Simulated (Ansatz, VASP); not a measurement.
# One calculation of Sc3B2N, two programs

INCAR

```
SYSTEM = Sc3B2N
PREC = Accurate
ENCUT = 520
EDIFF = 1E-6
ISMEAR = 0
SIGMA = 0.1
LREAL = .FALSE.
LASPH = .TRUE.
NELM = 150
ALGO = Normal
ISIF = 2
LWAVE = .FALSE.
LCHARG = .FALSE.
ISPIN = 2
MAGMOM = 0 0 0 0 0 1
LORBIT = 11
LMAXMIX = 4
GGA = PE
NBANDS = 35
```

Contents of KPOINTS:

```
regular mesh
0
G
  6 6 2
  0 0 0
```

Contents of POSCAR:

```
Sc3B2N
1.0
    3.4480768300      0.0000000000      0.0000000000
   -1.7240384100      2.9861221200      0.0000000000
    0.0000000000      0.0000000000      7.7993314400
Sc B N
3 2 1
Direct
    0.3333333300      0.6666666700      0.0000000000
    0.6666666700      0.3333333300      0.0000000000
    0.0000000000      0.0000000000      0.0000000000
    0.0000000000      0.0000000000      0.7977571700
    0.0000000000      0.0000000000      0.2022428300
    0.0000000000      0.0000000000      0.5000000000
```

Input for Ansatz:

```yaml
crystal:
  lattice:
    - [3.44807683, 0.0, 0.0]
    - [-1.72403841, 2.98612212, 0.0]
    - [0.0, 0.0, 7.79933144]
  atoms:
    - { symbol: Sc, position: [0.33333333, 0.66666667, 0.0] }
    - { symbol: Sc, position: [0.66666667, 0.33333333, 0.0] }
    - { symbol: Sc, position: [0.0, 0.0, 0.0] }
    - { symbol: B, position: [0.0, 0.0, 0.79775717] }
    - { symbol: B, position: [0.0, 0.0, 0.20224283] }
    - { symbol: "N", position: [0.0, 0.0, 0.5], spin: 1.0 }
basis:
  ecutwfc: 420
kpoints:
  mp_grid: { grid: [6, 6, 2] }
hamiltonian:
  xc: pbe
scf:
  occupations: { method: gaussian, width: 0.1 }
  lower_state_search: "off"
output:
  forces: true
  stress: true
  eigenvalues: true
  populations: true
magnetization:
  spin_polarized: true
```

Alike in both runs: task single point; functional PBE; k mesh 6 × 6 × 2; occupations gaussian, width 0.1 eV; collinear spin.

|  | VASP | Ansatz |
| --- | --- | --- |
| version | VASP 6.6.1 | Ansatz 0.2.0 |
| potentials or method | VASP PAW PBE potentials, release 64 (Sc_sv, B, N), cutoff 520 eV | scalar-relativistic, plane waves, PAW |
| valence electrons in the cell | 44 | 44 |

|  | VASP | Ansatz | Ansatz less VASP |
| --- | --- | --- | --- |
| gap on the k mesh at the Fermi level (eV) | none | none | - |
| rms of the force components (eV/Å) | 4.589 | 4.411 | -0.1778 |
| net moment per atom (μB) | 0.29 | 0.30 | +0.004 |
| size of the moment on the site where the two differ most (μB) | 1.36 | 1.71 | +0.343 |

Site moments also hang on the region over which each program counts them. Atom by atom the forces differ by 0.178 eV/Å (rms over components). A gap of «none» marks a metal or a gap that the smearing closes. With one functional, cell and mesh, what is left measures potentials, basis and numerics.

The k mesh is coarse, so the values compare programs but aren't converged.
